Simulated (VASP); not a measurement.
# PtS2 (P-3m1) in VASP: notebook, part 2 of 2

VASP 6.6.1. The steps go on from the part before.

## (3) Single point, r2SCAN+D3(BJ)

The input, POSCAR:

```
PtS2
1.0
    3.5526415803      0.0000000000      0.0000000000
   -1.7763207902      3.0766778591      0.0000000000
    0.0000000000      0.0000000000      5.1227110450
Pt S
1 2
Direct
    0.0000000000      0.0000000000      0.0000000000
    0.3333333333      0.6666666667      0.2392599773
    0.6666666667      0.3333333333      0.7607400227
```

The input, INCAR.step1:

```
SYSTEM = PtS2
PREC     = Accurate       ! precision mode
ENCUT    = 520            ! plane-wave cutoff, eV
ISMEAR   = 0              ! smearing method
SIGMA    = 0.01           ! smearing width, eV
LREAL    = .False.        ! projectors in reciprocal space
LASPH    = .True.         ! aspherical terms in the spheres
NELM     = 80             ! most SCF steps
NBANDS   = 18             ! bands
GGA      = PE             ! functional
ALGO     = Normal         ! electronic algorithm
EDIFF    = 1E-4           ! SCF threshold, eV
LWAVE    = .True.         ! write WAVECAR
LCHARG   = .False.        ! write CHGCAR
```

The input, INCAR.step2:

```
SYSTEM = PtS2
PREC     = Accurate       ! precision mode
ENCUT    = 520            ! plane-wave cutoff, eV
EDIFF    = 1E-7           ! SCF threshold, eV
ISMEAR   = 0              ! smearing method
SIGMA    = 0.01           ! smearing width, eV
LREAL    = .False.        ! projectors in reciprocal space
LASPH    = .True.         ! aspherical terms in the spheres
NELM     = 80             ! most SCF steps
ALGO     = Normal         ! electronic algorithm
ISIF     = 2              ! what is computed and relaxed
LWAVE    = .False.        ! write WAVECAR
LCHARG   = .True.         ! write CHGCAR
METAGGA  = R2SCAN         ! meta-GGA
LMIXTAU  = .True.       
IVDW     = 12             ! dispersion correction
VDW_S6   = 1.0          
VDW_S8   = 0.78981345   
VDW_A1   = 0.49484001   
VDW_A2   = 5.73083694   
LELF     = .True.         ! ELF
LVHAR    = .True.       
NBANDS   = 18             ! bands
ISTART   = 1
```

The input, KPOINTS:

```
regular mesh
0
Gamma
  6 6 4
  0 0 0
```

Potentials or basis: VASP PAW PBE potentials, release 64 (Pt, S).

The run is started by

```sh
$ cat potpaw_PBE.64/Pt/POTCAR potpaw_PBE.64/S/POTCAR > POTCAR
$ cp INCAR.step1 INCAR
$ mpirun -np 1 vasp_std > vasp.out
$ cp INCAR.step2 INCAR
$ mpirun -np 1 vasp_std > vasp.out
```

OUTCAR:

```text
SYSTEM = PtS2
   PREC = Accurate
   ENCUT = 520
   EDIFF = 1E-7
   ISMEAR = 0
   LREAL = .False.
   LASPH = .True.
   NELM = 80
   ISIF = 2
   METAGGA = R2SCAN
   IVDW = 12
   ISTART = 1
 IVDW          = 12

 ion  position               nearest neighbor table
   1  0.000  0.000  0.000-   2 2.39   3 2.39   3 2.39   2 2.39   3 2.39   2 2.39
   2  0.333  0.667  0.239-   1 2.39   1 2.39   1 2.39
   3  0.667  0.333  0.761-   1 2.39   1 2.39   1 2.39

  LATTYP: Found a hexagonal cell.
 ALAT       =     3.5526415803
 C/A-ratio  =     1.4419442348

  Lattice vectors:

 A1 = (   3.5526415803,   0.0000000000,   0.0000000000)
 A2 = (  -1.7763207902,   3.0766778591,   0.0000000000)
 A3 = (   0.0000000000,   0.0000000000,   5.1227110450)

Analysis of symmetry for initial positions (statically):
=====================================================================
 Subroutine PRICEL returns:
 Original cell was already a primitive cell.

 Routine SETGRP: Setting up the symmetry group for a
 hexagonal supercell.

 Subroutine GETGRP returns: Found 12 space group operations
 (whereof 12 operations were pure point group operations)
 out of a pool of 24 trial point group operations.

The static configuration has the point symmetry D_3d.

Analysis of symmetry for dynamics (positions and initial velocities):
=====================================================================
 Subroutine PRICEL returns:
 Original cell was already a primitive cell.

 Routine SETGRP: Setting up the symmetry group for a
 hexagonal supercell.

 Subroutine GETGRP returns: Found 12 space group operations
 (whereof 12 operations were pure point group operations)
 out of a pool of 24 trial point group operations.

The dynamic configuration has the point symmetry D_3d.

 Subroutine INISYM returns: Found 12 space group operations
 (whereof 12 operations are pure point group operations),
 and found     1 'primitive' translations

----------------------------------------------------------------------------------------
[... 115 lines left out ...]
  volume/ion in A,a.u.               =      18.66       125.95
  Fermi-wavevector in a.u.,A,eV,Ry     =   1.199052  2.265879 19.561441  1.437725
  Thomas-Fermi vector in A             =   2.334925
   LORBIT       =      0    0 simple, 1 ext, 2 COOP (PROOUT), +10 PAW based schemes
   METAGGA = R2SCAN    functional components
   LHFCALC =     F    Hartree Fock is set to
   AEXX    =    0.0000 exact exchange contribution
   IVDW    =    12    specifies the selected vdW correction
   LEPSILON=     F    determine dielectric tensor
   LRPA    =     F    only Hartree local field effects (RPA)
 non-spin polarized calculation
 Gauss-broadening in eV      SIGMA  =   0.01
  energy-cutoff  :      520.00
  volume of cell :       55.99
 maximum number of plane-waves:      1536
 NGX is ok and might be reduce to    28
   NGX = 13   NGY = 13   NGZ = 19

 number of electron      21.9999996 magnetization

 Free energy of the ion-electron system (eV)
  ---------------------------------------------------
  ext. energy  EPLUGINS =         0.00000000
  ---------------------------------------------------
  free energy    TOTEN  =       -68.84939132 eV

  energy without entropy =      -68.84939132  energy(sigma->0) =      -68.84939132

 E-fermi :   6.2862     XC(G=0): -11.2137

 val. band max:        6.2177579633   @ k =   0.0000   0.0000   0.0000
 cond. band min:       7.2018029350   @ k =   0.0000   0.3333   0.2500
 fundamental gap:      0.9840449718
 Fermi energy:         6.2861771168

 k-point     1 :       0.0000    0.0000    0.0000
  band No.  band energies     occupation
      1      -9.5486      2.00000
      2      -6.6375      2.00000
      3      -0.8225      2.00000
      4      -0.4827      2.00000
      5      -0.4827      2.00000
      6       2.3175      2.00000
[... 481 lines left out ...]
      5      -0.0749      2.00000
      6       1.8339      2.00000
[... 10 lines left out ...]
     17      14.7259      0.00000
     18      17.4997      0.00000

------------------------ aborting loop because EDIFF is reached ----------------------------------------

 Edisp (eV)   -0.58719

 E8    (eV) :    -0.1803

  FORCE on cell =-STRESS in cart. coord.  units (eV):
  Direction    XX          YY          ZZ          XY          YZ          ZX
  --------------------------------------------------------------------------------------
  -------------------------------------------------------------------------------------
  Total      -0.17366    -0.17366    -0.16345     0.00000     0.00000     0.00000
  in kB      -4.96897    -4.96897    -4.67706     0.00000     0.00000     0.00000
  external pressure =       -4.87 kB  Pullay stress =        0.00 kB

 VOLUME and BASIS-vectors are now :
 -----------------------------------------------------------------------------
  energy-cutoff  :      520.00
  volume of cell :       55.99
      direct lattice vectors                 reciprocal lattice vectors
     3.552641580  0.000000000  0.000000000     0.281480689  0.162512952  0.000000000
    -1.776320790  3.076677859  0.000000000     0.000000000  0.325025903  0.000000000
     0.000000000  0.000000000  5.122711045     0.000000000  0.000000000  0.195209137

 POSITION                                       TOTAL-FORCE (eV/Angst)
 -----------------------------------------------------------------------------------
      0.00000      0.00000      0.00000         0.000000      0.000000      0.000000
     -0.00000      2.05112      1.22566         0.000000      0.000000     -0.043108
      1.77632      1.02556      3.89705        -0.000000     -0.000000      0.043108
 -----------------------------------------------------------------------------------
    total drift:                                0.000000     -0.000000      0.000000

  FREE ENERGIE OF THE ION-ELECTRON SYSTEM (eV)
  ---------------------------------------------------
  free  energy   TOTEN  =       -69.4365836552 eV

  energy  without entropy=      -69.4365836552  energy(sigma->0) =      -69.43658366
```

OUTCAR.step1:

```text
SYSTEM = PtS2
   PREC = Accurate
   ENCUT = 520
   ISMEAR = 0
   LREAL = .False.
   LASPH = .True.
   NELM = 80
[... 726 lines left out ...]
      0.00000      0.00000      0.00000        -0.000000      0.000000      0.000000
     -0.00000      2.05112      1.22566        -0.000000      0.000000      0.026482
      1.77632      1.02556      3.89705         0.000000     -0.000000     -0.026482
 -----------------------------------------------------------------------------------
    total drift:                                0.000000     -0.000000      0.000000

  FREE ENERGIE OF THE ION-ELECTRON SYSTEM (eV)
  ---------------------------------------------------
  free  energy   TOTEN  =       -15.3945042548 eV

  energy  without entropy=      -15.3945042548  energy(sigma->0) =      -15.39450425
```

OSZICAR.step1:

```text
N       E                     dE             d eps       ncg     rms          rms(c)
DAV:   1     0.112465737546E+03    0.11247E+03   -0.10571E+04   880   0.109E+03
DAV:   2    -0.110895294514E+02   -0.12356E+03   -0.11946E+03  1070   0.220E+02
DAV:   3    -0.166847030640E+02   -0.55952E+01   -0.55563E+01  1110   0.470E+01
DAV:   4    -0.167427151298E+02   -0.58012E-01   -0.57982E-01  1136   0.531E+00
DAV:   5    -0.167436668470E+02   -0.95172E-03   -0.95159E-03  1128   0.659E-01    0.179E+01
DAV:   6    -0.156610127823E+02    0.10827E+01   -0.61591E+00   906   0.240E+01    0.119E+01
DAV:   7    -0.154126199480E+02    0.24839E+00   -0.12093E+00   900   0.109E+01    0.583E+00
DAV:   8    -0.153974693679E+02    0.15151E-01   -0.63260E-02   964   0.173E+00    0.119E+00
DAV:   9    -0.153942389847E+02    0.32304E-02   -0.89812E-03  1040   0.968E-01    0.223E-01
DAV:  10    -0.153944551254E+02   -0.21614E-03   -0.14290E-03  1084   0.239E-01    0.909E-02
DAV:  11    -0.153945042548E+02   -0.49129E-04   -0.58045E-05   722   0.636E-02
   1 F= -.15394504E+02 E0= -.15394504E+02  d E =-.110675E-37
```

It took 2.1 min on 1 thread of AMD EPYC 7R43 (Zen 3), shared host; peak memory 0.15 GiB.

Results:

| Property | Result |
| --- | --- |
| Free energy | -69.4366 eV |
| Pressure | -0.5 GPa |
| Largest force | 0.043 eV/Å |
| Band gap on the k mesh | 0.98 eV (least direct gap 1.59 eV) |
| Dispersion energy per atom | -0.196 eV |

Forces in eV/Å, atoms in the order of the input:
```
Pt   0.000  0.000  0.000
S    0.000  0.000 -0.043
S    0.000  0.000  0.043
```

Caveat: the PAW data sets were made with another functional, which shifts forces and pressure a little; spin-orbit coupling is left out, which moves the levels of the heavy elements.

## (4) Single point, r2SCAN

POSCAR is that of step 3.

The input, INCAR.step1:

```
SYSTEM = PtS2
ALGO = Normal
EDIFF = 1E-4
ENCUT = 520
GGA = PE
ISMEAR = 0
LASPH = .True.
LCHARG = .False.
LREAL = .False.
LWAVE = .True.
NBANDS = 18
NELM = 80
PREC = Accurate
SIGMA = 0.05
```

The input, INCAR.step2:

```
SYSTEM = PtS2
ALGO = Normal
EDIFF = 1E-7
ENCUT = 520
ISIF = 2
ISMEAR = 0
ISTART = 1
LASPH = .True.
LCHARG = .False.
LMIXTAU = .True.
LREAL = .False.
LWAVE = .False.
METAGGA = R2SCAN
NBANDS = 18
NELM = 80
PREC = Accurate
SIGMA = 0.05
```

The input, KPOINTS:

```
k-points
0
Gamma
  6 6 4
  0 0 0
```

The run is started by

```sh
$ cat potpaw_PBE.64/Pt/POTCAR potpaw_PBE.64/S/POTCAR > POTCAR
$ cp INCAR.step1 INCAR
$ mpirun -np 1 vasp_std > vasp.out
$ cp INCAR.step2 INCAR
$ mpirun -np 1 vasp_std > vasp.out
```

Wall time 2.2 min (1 thread of AMD EPYC 7R43 (Zen 3), shared host); peak memory 0.15 GiB.

The run converged. Its results:

```yaml
Free_energy: -68.8494 eV
Pressure: 1.2 GPa
Largest_force: 0.049 eV/Å
Band_gap_on_the_k_mesh: 0.98 eV (least direct gap 1.59 eV)
```

Forces in eV/Å, atoms in the order of the input:
```
Pt   0.000  0.000  0.000
S    0.000  0.000 -0.049
S    0.000  0.000  0.049
```

Stress tensor (GPa, compression positive):
```
1.22 0.00 0.00
0.00 1.22 0.00
0.00 0.00 1.30
```

Levels at points of the mesh, in eV from the valence-band top:
```
           k point  band 8  band 9  band 10  band 11  band 12  band 13  band 14  band 15
(0.00, 0.00, 0.00)   -2.08   -1.07    -1.07     0.00     2.29     2.29     5.22     6.04
(0.50, 0.00, 0.00)   -3.21   -3.20    -3.09    -2.48     1.73     2.75     5.81     6.98
(0.00, 0.00, 0.50)   -2.63   -1.31    -1.31    -1.11     2.82     2.82     6.05     7.64
(0.50, 0.00, 0.50)   -3.22   -2.80    -2.80    -1.46     1.91     2.42     5.48     5.92
```

Caveat: the PAW data sets were made with another functional, which shifts forces and pressure a little; spin-orbit coupling is left out, which moves the levels of the heavy elements.

## (5) Single point, PBE-based screened hybrid with 50 % exact exchange

POSCAR is that of step 4.

The input, INCAR.step1:

```
SYSTEM = PtS2
  ALGO = Normal
  EDIFF = 1E-5
  ENCUT = 520
  GGA = PE
  ISIF = 2
  ISMEAR = 0
  LASPH = .True.
  LCHARG = .False.
  LREAL = .False.
  LWAVE = .True.
  NBANDS = 18
  NELM = 60
  PREC = Accurate
  SIGMA = 0.01
```

The input, INCAR.step2:

```
SYSTEM = PtS2
  AEXX = 0.5
  ALGO = Normal
  EDIFF = 1E-6
  ENCUT = 520
  GGA = PE
  HFSCREEN = 0.1
  ISIF = 2
  ISMEAR = 0
  ISTART = 1
  LASPH = .True.
  LCHARG = .False.
  LHFCALC = .True.
  LREAL = .False.
  LWAVE = .False.
  NBANDS = 18
  NELM = 60
  PREC = Accurate
  PRECFOCK = Normal
  SIGMA = 0.01
```

The input, KPOINTS:

```
k-points
0
Gamma
  6 6 2
  0 0 0
```

Potentials or basis: VASP PAW PBE potentials, release 64 (Pt, S).

The run is started by

```sh
$ cat potpaw_PBE.64/Pt/POTCAR potpaw_PBE.64/S/POTCAR > POTCAR
$ cp INCAR.step1 INCAR
$ mpirun -np 1 vasp_std > vasp.out
$ cp INCAR.step2 INCAR
$ mpirun -np 1 vasp_std > vasp.out
```

OUTCAR:

```text
SYSTEM = PtS2
   AEXX = 0.5
   EDIFF = 1E-6
   ENCUT = 520
   GGA = PE
   HFSCREEN = 0.1
   ISIF = 2
   ISMEAR = 0
   ISTART = 1
   LASPH = .True.
   LHFCALC = .True.
   LREAL = .False.
   NELM = 60
   PREC = Accurate
   PRECFOCK = Normal

 ion  position               nearest neighbor table
   1  0.000  0.000  0.000-   2 2.39   3 2.39   3 2.39   2 2.39   3 2.39   2 2.39
   2  0.333  0.667  0.239-   1 2.39   1 2.39   1 2.39
[... 487 lines left out ...]
------------------------ aborting loop because EDIFF is reached ----------------------------------------

  FORCE on cell =-STRESS in cart. coord.  units (eV):
  Direction    XX          YY          ZZ          XY          YZ          ZX
  --------------------------------------------------------------------------------------
  -------------------------------------------------------------------------------------
  Total       -2.7777313     -2.7777313     -1.1862770      0.0000000      0.0000000      0.0000000
  in kB      -79.4817707    -79.4817707    -33.9440306      0.0000000      0.0000000      0.0000000
  external PRESSURE =     -64.3025240 kB  Pullay stress =       0.0000000 kB

 VOLUME and BASIS-vectors are now :
 -----------------------------------------------------------------------------
  energy-cutoff  :      520.00
  volume of cell :       55.99
      direct lattice vectors                 reciprocal lattice vectors
     3.552641580  0.000000000  0.000000000     0.281480689  0.162512952  0.000000000
    -1.776320790  3.076677859  0.000000000     0.000000000  0.325025903  0.000000000
     0.000000000  0.000000000  5.122711045     0.000000000  0.000000000  0.195209137

 POSITION                                       TOTAL-FORCE (eV/Angst)
 -----------------------------------------------------------------------------------
      0.00000      0.00000      0.00000         0.000000      0.000000      0.000000
     -0.00000      2.05112      1.22566        -0.000000      0.000000     -0.856915
      1.77632      1.02556      3.89705         0.000000      0.000000      0.856915
 -----------------------------------------------------------------------------------
    total drift:                               -0.000000      0.000000      0.000001

  FREE ENERGIE OF THE ION-ELECTRON SYSTEM (eV)
  ---------------------------------------------------
  free  energy   TOTEN  =       -23.7077926904 eV

  energy  without entropy=      -23.7077926904  energy(sigma->0) =      -23.70779269
```

OUTCAR.step1:

```text
SYSTEM = PtS2
   EDIFF = 1E-5
   ENCUT = 520
   GGA = PE
   ISIF = 2
   ISMEAR = 0
[... 508 lines left out ...]
      0.00000      0.00000      0.00000         0.000000      0.000000      0.000000
     -0.00000      2.05112      1.22566         0.000000     -0.000000      0.038647
      1.77632      1.02556      3.89705        -0.000000      0.000000     -0.038647
 -----------------------------------------------------------------------------------
    total drift:                                0.000000     -0.000000      0.000000

  FREE ENERGIE OF THE ION-ELECTRON SYSTEM (eV)
  ---------------------------------------------------
  free  energy   TOTEN  =       -15.3932049683 eV

  energy  without entropy=      -15.3932049683  energy(sigma->0) =      -15.39320497
```

OSZICAR.step1:

```text
N       E                     dE             d eps       ncg     rms          rms(c)
DAV:   1     0.110602040161E+03    0.11060E+03   -0.10357E+04   512   0.109E+03
DAV:   2    -0.111653741743E+02   -0.12177E+03   -0.11742E+03   624   0.220E+02
DAV:   3    -0.166835321925E+02   -0.55182E+01   -0.54811E+01   658   0.471E+01
DAV:   4    -0.167403343476E+02   -0.56802E-01   -0.56763E-01   640   0.521E+00
DAV:   5    -0.167413087227E+02   -0.97438E-03   -0.97425E-03   636   0.670E-01    0.179E+01
DAV:   6    -0.156602864047E+02    0.10810E+01   -0.61863E+00   526   0.237E+01    0.119E+01
DAV:   7    -0.154111800094E+02    0.24911E+00   -0.12038E+00   528   0.107E+01    0.583E+00
DAV:   8    -0.153962634760E+02    0.14917E-01   -0.62095E-02   560   0.170E+00    0.118E+00
DAV:   9    -0.153929365251E+02    0.33270E-02   -0.91833E-03   580   0.966E-01    0.214E-01
DAV:  10    -0.153931440543E+02   -0.20753E-03   -0.13839E-03   634   0.235E-01    0.926E-02
DAV:  11    -0.153932023460E+02   -0.58292E-04   -0.64887E-05   576   0.647E-02    0.471E-02
DAV:  12    -0.153932049683E+02   -0.26224E-05   -0.11225E-05   472   0.297E-02
   1 F= -.15393205E+02 E0= -.15393205E+02  d E =-.348799E-38
```

It took 22 min on 1 thread of AMD EPYC 7R43 (Zen 3), shared host; peak memory 0.26 GiB.

Results:

```
Free energy            : -23.7078 eV
Pressure               : -6.4 GPa
Largest force          : 0.857 eV/Å
Band gap on the k mesh : 2.72 eV (least direct gap 3.84 eV)
```

Forces in eV/Å, atoms in the order of the input:
```
Pt   0.000  0.000  0.000
S    0.000  0.000 -0.857
S    0.000  0.000  0.857
```

Stress tensor (GPa, compression positive):
```
-7.95  0.00  0.00
 0.00 -7.95  0.00
 0.00  0.00 -3.39
```

Levels at points of the mesh, in eV from the valence-band top:
```csv
k point,band 8,band 9,band 10,band 11,band 12,band 13,band 14,band 15
"(0.00, 0.00, 0.00)",-3.55,-1.29,-1.29,0.00,4.02,4.02,6.87,8.07
"(0.50, 0.00, 0.00)",-4.86,-4.00,-3.89,-3.55,3.58,4.77,7.94,8.89
"(0.00, 0.00, 0.50)",-3.17,-2.14,-1.54,-1.54,4.72,4.72,7.84,9.90
"(0.50, 0.00, 0.50)",-4.84,-4.25,-3.43,-1.91,3.70,4.44,7.68,7.84
```

Caveat: the k points lie up to 0.61 Å⁻¹ apart; the PAW data sets were made with another functional, which shifts forces and pressure a little; spin-orbit coupling is left out, which moves the levels of the heavy elements.

## (6) The runs side by side

| level | k mesh | smearing | grid for exact exchange (PRECFOCK) | share of exact exchange | screening parameter | gap on the mesh (eV) | pressure (GPa) | largest force (eV/Å) |
| --- | --- | --- | --- | --- | --- | --- | --- | --- |
| r2SCAN | 6 × 6 × 4 | fermi-dirac 0.05 eV | - | - | - | 0.98 | 1.2 | 0.05 |
| r2SCAN+D3(BJ) | 6 × 6 × 4 | gaussian 0.01 eV | - | - | - | 0.98 | -0.5 | 0.04 |
| r2SCAN | 6 × 6 × 4 | gaussian 0.05 eV | - | - | - | 0.98 | 1.2 | 0.05 |
| PBE-based screened hybrid with 50 % exact exchange | 6 × 6 × 2 | gaussian 0.01 eV | Normal | 0.5 | 0.1 1/Å | 2.72 | -6.4 | 0.86 |

Alike in all rows: task single point; potentials or basis VASP PAW PBE potentials, release 64 (Pt, S); no spin polarisation; cell as given; cutoff (eV) 520.

Caveats: some runs use coarse meshes; the PAW data sets were made with another functional, which shifts forces and pressure a little; spin-orbit coupling is left out, which moves the levels of the heavy elements.

Total energies depend on the potentials used, so only differences within one code and one set of settings carry meaning.
